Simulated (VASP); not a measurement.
# HfC (P1) in VASP: single point with r2SCAN

Aim: the single point of HfC with r2SCAN.

Everything below comes from runs of VASP 6.6.1. Logs are shortened: lines on timing, memory, paths and dates and some standing lists are left out, and cuts for length are marked.

## Step 1: The cell of the first run

The typed cell holds 2 atoms: a = 3.245 Å, b = 3.254 Å, c = 3.271 Å, α = 59.69°, β = 60.35°, γ = 60.33°.

## Step 2: Single point, r2SCAN (atoms moved at random and the cell strained at random)

POSCAR

```
HfC
1.0
   -0.0060825967      2.2975418633      2.2921568659
    2.3162427914      0.0012722861      2.2848019832
    2.3257536307      2.2996978199     -0.0082385532
Hf C
1 1
Direct
    0.5161868750      0.4751477130      0.4911540636
   -0.0161868750      0.0248522870      0.0088459364
```

INCAR.step1

```
  PREC = Accurate
  ENCUT = 520
  ISMEAR = 0
  SIGMA = 0.05
  LREAL = False
  LASPH = True
  NELM = 100
  NBANDS = 14
  GGA = PE
  ALGO = Normal
  EDIFF = 1E-4
  LWAVE = True
  LCHARG = False
```

INCAR.step2

```
  PREC = Accurate
  ENCUT = 520
  EDIFF = 1E-6
  ISMEAR = 0
  SIGMA = 0.05
  LREAL = False
  LASPH = True
  NELM = 100
  ALGO = Normal
  ISIF = 2
  LWAVE = False
  LCHARG = False
  METAGGA = R2SCAN
  LMIXTAU = True
  NBANDS = 14
  ISTART = 1
```

KPOINTS

```
Automatic mesh
0
Gamma
  12 12 12
```

Potentials or basis: VASP PAW PBE potentials, release 64 (Hf_pv, C).

On the command line:

```console
> cat potpaw_PBE.64/Hf_pv/POTCAR potpaw_PBE.64/C/POTCAR > POTCAR
> cp INCAR.step1 INCAR
> mpirun -np 1 vasp_std > vasp.out
> cp INCAR.step2 INCAR
> mpirun -np 1 vasp_std > vasp.out
```

OUTCAR:

```text
PREC = Accurate
   ENCUT = 520
   EDIFF = 1E-6
   ISMEAR = 0
   LREAL = False
   LASPH = True
   NELM = 100
   ISIF = 2
   METAGGA = R2SCAN
   ISTART = 1

 ion  position               nearest neighbor table
   1  0.516  0.475  0.491-   2 2.17   2 2.26   2 2.27   2 2.34   2 2.34   2 2.48
   2  0.984  0.025  0.009-   1 2.17   1 2.26   1 2.27   1 2.34   1 2.34   1 2.48

  LATTYP: Found a triclinic cell.
 ALAT       =     3.2454150289
 B/A-ratio  =     1.4161420711
 C/A-ratio  =     2.2323770214
 COS(alpha) =     0.0001081885
 COS(beta)  =     0.6691624089
 COS(gamma) =     0.7077972799

  Lattice vectors:

 A1 = (   0.0060825967,  -2.2975418633,  -2.2921568659)
 A2 = (  -0.0034282426,  -4.5959673971,   0.0008836705)
 A3 = (  -2.3006493554,  -0.0003886156,  -6.8699993855)

Analysis of symmetry for initial positions (statically):
=====================================================================
 Subroutine PRICEL returns:
 Original cell was already a primitive cell.

 Routine SETGRP: Setting up the symmetry group for a
 triclinic supercell.

 Subroutine GETGRP returns: Found  1 space group operations
 (whereof  1 operations were pure point group operations)
 out of a pool of  2 trial point group operations.

The static configuration has the point symmetry C_1 .

Analysis of symmetry for dynamics (positions and initial velocities):
=====================================================================
 Subroutine PRICEL returns:
 Original cell was already a primitive cell.

 Routine SETGRP: Setting up the symmetry group for a
 triclinic supercell.

 Subroutine GETGRP returns: Found  1 space group operations
 (whereof  1 operations were pure point group operations)
 out of a pool of  2 trial point group operations.

The dynamic configuration has the point symmetry C_1 .

 Subroutine INISYM returns: Found  1 space group operations
 (whereof  1 operations are pure point group operations),
 and found     1 'primitive' translations

----------------------------------------------------------------------------------------

                                     Primitive cell

  volume of cell :      24.4874

  direct lattice vectors                    reciprocal lattice vectors
    -0.006082597  2.297541863  2.292156866    -0.214573917  0.217783905  0.217405363
     2.316242791  0.001272286  2.284801983     0.216037196 -0.217701129  0.218785866
     2.325753631  2.299697820 -0.008238553     0.214253234  0.217380447 -0.217322587

  length of vectors
     3.245415029  3.253506169  3.270750355     0.375149152  0.376740105  0.374683618

  position of ions in fractional coordinates (direct lattice)
     0.516186875  0.475147713  0.491154064
     0.983813125  0.024852287  0.008845936

  ion indices of the primitive-cell ions
   primitive index   ion index
                 1           1
                 2           2

----------------------------------------------------------------------------------------

 KPOINTS: Automatic mesh

Automatic generation of k-mesh.
 Grid dimensions read from file:
 generate k-points for:   12   12   12

 Generating k-lattice:

  Cartesian coordinates                     Fractional coordinates (reciprocal lattice)
    -0.017881160  0.018148659  0.018117114     0.083333333  0.000000000  0.000000000
     0.018003100 -0.018141761  0.018232156     0.000000000  0.083333333 -0.000000000
     0.017854436  0.018115037 -0.018110216     0.000000000  0.000000000  0.083333333

  Length of vectors
     0.031262429  0.031395009  0.031223635

  Shift w.r.t. Gamma in fractional coordinates (k-lattice)
     0.000000000  0.000000000  0.000000000

 Subroutine IBZKPT returns following result:
 ===========================================

 Found    868 irreducible k-points:

 Following reciprocal coordinates:
            Coordinates               Weight
  0.000000  0.000000  0.000000      1.000000
  0.083333  0.000000  0.000000      2.000000
  0.166667 -0.000000  0.000000      2.000000
  0.250000  0.000000  0.000000      2.000000
  0.333333 -0.000000  0.000000      2.000000
  0.416667 -0.000000  0.000000      2.000000
[... 16 lines left out ...]
  0.250000  0.166667  0.000000      2.000000
  0.333333  0.166667  0.000000      2.000000
 [... further k-points ...]
   k-points           NKPTS =    868   k-points in BZ     NKDIM =    868   number of bands    NBANDS=     14
   number of dos      NEDOS =    301   number of ions     NIONS =      2
   total plane-waves  NPLWV =  13824
   dimension x,y,z NGX =    24 NGY =   24 NGZ =   24
   dimension x,y,z NGXF=    48 NGYF=   48 NGZF=   48
   ions per type =               1   1
   NGX,Y,Z   is equivalent  to a cutoff of  12.29, 12.26, 12.20 a.u.
   NGXF,Y,Z  is equivalent  to a cutoff of  24.59, 24.53, 24.40 a.u.
 SYSTEM =  unknown system
   PREC   = accura    normal or accurate (medium, high low for compatibility)
   ISTART =      1    job   : 0-new  1-cont  2-samecut
   ICHARG =      0    charge: 1-file 2-atom 10-const
   ISPIN  =      1    spin polarized calculation?
   LNONCOLLINEAR =      F non collinear calculations
   LSORBIT =      F    spin-orbit coupling
   LASPH  =      T    aspherical Exc in radial PAW
   ENCUT  =  520.0 eV  38.22 Ry    6.18 a.u.   6.03  6.05  6.08*2*pi/ulx,y,z
   NELM   =    100;   NELMIN=  2; NELMDL=  0     # of ELM steps
   EDIFF  = 0.1E-05   stopping-criterion for ELM
   LREAL  =      F    real-space projection
   EDIFFG = 0.1E-04   stopping-criterion for IOM
   NSW    =      0    number of steps for IOM
   IBRION =     -1    ionic relax: 0-MD 1-quasi-New 2-CG
   NFREE  =      0    steps in history (QN), initial steepest desc. (CG)
   ISIF   =      2    stress and relaxation
   ISYM   =      2    0-nonsym 1-usesym 2-fastsym
   POTIM  = 0.5000    time-step for ionic-motion
   TEBEG  =    0.0;   TEEND  =   0.0 temperature during run
   PSTRESS=    0.0 pullay stress
   NELECT =      14.0000    total number of electrons
   NUPDOWN=      -1.0000    fix difference up-down
   EMIN   =  10.00;   EMAX   =-10.00  energy-range for DOS
   EFERMI =   0.00;   METHOD = LEGACY
   ISMEAR =     0;   SIGMA  =   0.05  broadening in eV -4-tet -1-fermi 0-gaus
   EFERMI_NEDOS =   21; number of points for ismear=-14 and -15
   IALGO  =     38    algorithm
   IMIX   =      4    mixing-type and parameters
     AMIX     =   0.40;   BMIX     =  1.00
     AMIX_MAG =   1.60;   BMIX_MAG =  1.00
  volume/ion in A,a.u.               =      12.24        82.62
  Fermi-wavevector in a.u.,A,eV,Ry     =   1.358740  2.567647 25.118734  1.846175
  Thomas-Fermi vector in A             =   2.485548
   LORBIT       =      0    0 simple, 1 ext, 2 COOP (PROOUT), +10 PAW based schemes
   METAGGA = R2SCAN    functional components
   LHFCALC =     F    Hartree Fock is set to
   AEXX    =    0.0000 exact exchange contribution
   IVDW    =     0    specifies the selected vdW correction
   LEPSILON=     F    determine dielectric tensor
   LRPA    =     F    only Hartree local field effects (RPA)
 non-spin polarized calculation
 Gauss-broadening in eV      SIGMA  =   0.05
  energy-cutoff  :      520.00
  volume of cell :       24.49
 maximum number of plane-waves:       673
   NGX = 13   NGY = 13   NGZ = 13

 number of electron      14.0000000 magnetization

 Free energy of the ion-electron system (eV)
  ---------------------------------------------------
  ext. energy  EPLUGINS =         0.00000000
  ---------------------------------------------------
  free energy    TOTEN  =       -57.24012592 eV

  energy without entropy =      -57.23992048  energy(sigma->0) =      -57.24002320

 E-fermi :   6.2745     XC(G=0): -13.2306

 val. band max:        6.2714338887   @ k =  -0.0833   0.4167   0.4167
 cond. band min:       6.3013008156   @ k =   0.0000   0.4167   0.3333
 fundamental gap:      0.0298669269
 Fermi energy:         6.2744968002

 k-point     1 :       0.0000    0.0000    0.0000
  band No.  band energies     occupation
      1     -24.5367      2.00000
      2     -24.5236      2.00000
      3     -24.5199      2.00000
      4      -7.0477      2.00000
      5       6.3062      0.37038
      6       6.3666      0.00922
      7       6.5065      0.00000
      8       7.6385      0.00000
      9       8.5711      0.00000
     10       8.7402      0.00000
     11       9.9100      0.00000
     12      10.4111      0.00000
     13      13.8340      0.00000
     14      17.8697      0.00000

 k-point     2 :       0.0833    0.0000    0.0000
  band No.  band energies     occupation
      1     -24.5836      2.00000
      2     -24.5346      2.00000
      3     -24.5266      2.00000
      4      -6.8635      2.00000
      5       5.4020      2.00000
      6       5.9676      2.00000
      7       6.3664      0.00935
      8       7.8526      0.00000
      9       8.4281      0.00000
     10       8.6774      0.00000
     11      10.8679      0.00000
     12      11.2128      0.00000
     13      14.2434      0.00000
     14      18.3779      0.00000

 k-point     3 :       0.1667   -0.0000    0.0000
  band No.  band energies     occupation
      1     -24.7289      2.00000
      2     -24.5502      2.00000
      3     -24.5387      2.00000
      4      -6.3386      2.00000
      5       4.1066      2.00000
      6       5.0484      2.00000
      7       5.3800      2.00000
      8       8.4002      0.00000
      9       8.6895      0.00000
     10       9.0401      0.00000
     11      12.5511      0.00000
     12      12.7685      0.00000
     13      15.1963      0.00000
     14      19.0151      0.00000
[... 324 lines left out ...]
 k-point    23 :       0.2500    0.1667    0.0000
  band No.  band energies     occupation
      1     -24.8316      2.00000
      2     -24.6266      2.00000
      3     -24.6143      2.00000
      4      -5.6707      2.00000
      5       2.6443      2.00000
      6       4.6182      2.00000
      7       5.3678      2.00000
      8       7.1547      0.00000
      9       9.9999      0.00000
     10      10.9991      0.00000
     11      12.1710      0.00000
     12      13.7536      0.00000
     13      17.8042      0.00000
     14      19.0152      0.00000

 k-point    24 :       0.3333    0.1667    0.0000
  band No.  band energies     occupation
      1     -24.9879      2.00000
      2     -24.6504      2.00000
      3     -24.6371      2.00000
      4      -5.0221      2.00000
      5       1.9218      2.00000
      6       3.7982      2.00000
      7       4.6875      2.00000
      8       7.6592      0.00000
      9      10.9086      0.00000
     10      11.6108      0.00000
     11      13.5292      0.00000
     12      14.8425      0.00000
     13      18.2696      0.00000
     14      19.0150      0.00000

 [... further k-points ...]

------------------------ aborting loop because EDIFF is reached ----------------------------------------

  FORCE on cell =-STRESS in cart. coord.  units (eV):
  Direction    XX          YY          ZZ          XY          YZ          ZX
  --------------------------------------------------------------------------------------
  -------------------------------------------------------------------------------------
  Total        1.2182260      0.8110640      1.0013649      0.0503076      0.0493836      0.0831947
  in kB       79.7067646     53.0667449     65.5178556      3.2915514      3.2310980      5.4433119
  external PRESSURE =      66.0971217 kB  Pullay stress =       0.0000000 kB

 VOLUME and BASIS-vectors are now :
 -----------------------------------------------------------------------------
  energy-cutoff  :      520.00
  volume of cell :       24.49
      direct lattice vectors                 reciprocal lattice vectors
    -0.006082597  2.297541863  2.292156866    -0.214573917  0.217783905  0.217405363
     2.316242791  0.001272286  2.284801983     0.216037196 -0.217701129  0.218785866
     2.325753631  2.299697820 -0.008238553     0.214253234  0.217380447 -0.217322587

 POSITION                                       TOTAL-FORCE (eV/Angst)
 -----------------------------------------------------------------------------------
      2.23972      2.31607      2.26475         1.116639     -0.234890      0.282090
      0.07215      2.28073      2.31176        -1.116639      0.234890     -0.282090
 -----------------------------------------------------------------------------------
    total drift:                               -0.000413      0.000126     -0.000252

  FREE ENERGIE OF THE ION-ELECTRON SYSTEM (eV)
  ---------------------------------------------------
  free  energy   TOTEN  =       -57.2401259154 eV

  energy  without entropy=      -57.2399204785  energy(sigma->0) =      -57.24002320
```

It took 9.4 min on 1 thread of Intel Xeon Platinum 8259CL at 2.50GHz (Skylake/Cascade Lake), shared host; peak memory 0.4 GiB.

What came out:

```
Free energy            : -57.2401 eV
Pressure               : 6.6 GPa
Largest force          : 1.175 eV/Å
Band gap on the k mesh : zero (bands 7 and 8 overlap by 0.64 eV)
```

Forces on the atoms (eV/Å):
```
Hf   1.117 -0.235  0.282
C   -1.117  0.235 -0.282
```

Stress tensor (GPa, compression positive):
```
7.97 0.33 0.54
0.33 5.31 0.32
0.54 0.32 6.55
```

Caveat: the cell differs from its parent crystal (atoms moved at random and the cell strained at random); the cell stands under pressure; the PAW data sets were made with another functional, which shifts forces and pressure a little; spin-orbit coupling is left out, which moves the levels of the heavy elements.

The gap in the log of VASP goes by the Fermi energy; the results here count the filled bands.